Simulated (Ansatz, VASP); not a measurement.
## MnO in VASP and in Ansatz

```
Mn O
1.0
     0.00000    2.21971    2.21971
     2.21971    0.00000    2.21971
     2.21971    2.21971    0.00000
Mn O
1 1
Direct
  0.00000 0.00000 0.00000
  0.50676 0.50676 0.49324
```

Alike in both runs: task single point; functional PBE; k mesh 13 × 13 × 13; occupations fermi-dirac, width 0.05 eV; collinear spin.

```csv
,VASP,Ansatz
version,VASP 6.6.1,Ansatz 0.2.0
potentials or method,"VASP PAW PBE potentials, release 64 (Mn_pv, O), cutoff 520 eV","all-electron LAPW, scalar-relativistic"
```

```tsv
	VASP	Ansatz	Ansatz less VASP
pressure (GPa)	0.3	0.1	-0.16
traceless stress, the component that is largest in VASP (GPa)	0.11	0.11	-0.004
rms of the force components (eV/Å)	0.067	0.065	-0.0029
net moment per atom (μB)	2.37	2.37	0.000
size of the moment on the site where the two differ most (μB)	0.20	0.23	+0.028
```

Site moments also hang on the region over which each program counts them. Atom by atom the forces differ by 0.003 eV/Å (rms over components). Ansatz ran all-electron here, and VASP with PAW potentials.
